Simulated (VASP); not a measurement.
Write the native input for VASP 6.6.1 that does the following.

| Property | Result |
| --- | --- |
| Task | relaxation of cell and atoms |
| Functional | LDA |
| Potentials or basis | VASP PAW LDA potentials, release 64 (Ga_d, Sb) |
| Cutoff | 600 eV |
| k mesh | 14 × 14 × 14 |
| Occupations | fermi-dirac, width 0.15 eV |
| Spin | no spin polarisation |
| Target pressure | 50 GPa |
| Dipole correction | no |
| Further INCAR settings | ALGO = Normal; EDIFF = 1e-06; IBRION = 2; EDIFFG = -0.001; NSW = 80; ISIF = 3 |

The structure of GaSb lies in POSCAR:

```
GaSb
1.0
    0.0000000000      2.6685651425      2.6685651425
    2.6685651425      0.0000000000      2.6685651425
    2.6685651425      2.6685651425      0.0000000000
Ga Sb
1 1
Direct
    0.0000000000      0.0000000000      0.0000000000
    0.7500000000      0.7500000000      0.7500000000
```

One way to write it, as run:

INCAR

```
PREC     = Accurate       # precision mode
ENCUT    = 600            # plane-wave cutoff, eV
EDIFF    = 1E-6           # SCF threshold, eV
ISMEAR   = -1             # smearing method
SIGMA    = 0.15           # smearing width, eV
LREAL    = False          # projectors in reciprocal space
LASPH    = True           # aspherical terms in the spheres
NELM     = 60             # most SCF steps
ALGO     = Normal         # electronic algorithm
ISIF     = 3              # what is computed and relaxed
LWAVE    = False          # write WAVECAR
LCHARG   = False          # write CHGCAR
GGA      = CA             # functional
IBRION   = 2              # ionic algorithm
NSW      = 80             # ionic steps
EDIFFG   = -0.001         # ionic threshold
PSTRESS  = 500.0
```

KPOINTS

```
Automatic mesh
0
Gamma
  14 14 14
```

Potentials or basis: VASP PAW LDA potentials, release 64 (Ga_d, Sb).

Launch:

```bash
$ cat potpaw_LDA.64/Ga_d/POTCAR potpaw_LDA.64/Sb/POTCAR > POTCAR
$ mpirun -np 1 vasp_std > vasp.out
```

It gave:

```json
{
  "Relaxed volume": "19.07 Å³/atom",
  "Relaxed cell": "a = 3.778 Å, b = 3.778 Å, c = 3.778 Å, α = 60.00°, β = 60.00°, γ = 60.00°",
  "Space group after relaxing (to 0.05 Å)": "F-43m (No. 216)",
  "Energy change on relaxing (the enthalpy is what falls)": "-19.7 meV/atom",
  "Ionic steps": "3",
  "Pressure after relaxing": "50.0 GPa",
  "Band gap on the k mesh": "zero (band 9 reaches 10.00 eV, above the bottom of band 10 at 9.91 eV)"
}
```

Caveat: the cell is relaxed towards a set pressure, so the enthalpy falls and the energy may rise; spin-orbit coupling is left out, which moves the levels of the heavy elements.

It took 57 s on 1 thread of Intel(R) Xeon(R) 6975P-C (Granite Rapids) (shared host), peak memory 0.21 GiB.
